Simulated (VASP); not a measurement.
Here is a VASP 6.6.1 calculation.

Contents of INCAR:

```
SYSTEM = Os
  PREC = Accurate
  ENCUT = 520
  EDIFF = 1E-6
  ISMEAR = 0
  SIGMA = 0.15
  LREAL = .False.
  LASPH = .True.
  NELM = 80
  ALGO = Normal
  ISIF = 2
  LWAVE = .False.
  LCHARG = .False.
  GGA = PS
  NBANDS = 10
```

Contents of KPOINTS:

```
Automatic mesh
0
Gamma
  20 20 20
  0 0 0
```

File POSCAR:

```
Os
1.0
    0.0000000000      1.9741750000      1.9450000000
    1.9741750000      0.0000000000      1.9450000000
    1.9741750000      1.9741750000      0.0000000000
Os
1
Direct
    0.0000000000      0.0000000000      0.0000000000
```

Potentials or basis: VASP PAW PBE potentials, release 64 (Os).

Run with:

```console
$ cat potpaw_PBE.64/Os/POTCAR > POTCAR
$ mpirun -np 1 vasp_std > vasp.out
```

Problem. Predict the band gap on the k mesh.

Solution. Zero (band 4 reaches 10.39 eV, above the bottom of band 5 at 6.57 eV).

Problem. Predict the pressure.

Solution. -29.2 GPa.

Stress tensor (GPa, compression positive):
```
-30.52   0.00   0.00
  0.00 -30.52   0.00
  0.00   0.00 -26.55
```

Caveat: the cell differs from its parent crystal (strain +0.015 along x and y, +0.000 along z); the PAW data sets were made with another functional, which shifts forces and pressure a little; spin-orbit coupling is left out, which moves the levels of the heavy elements.
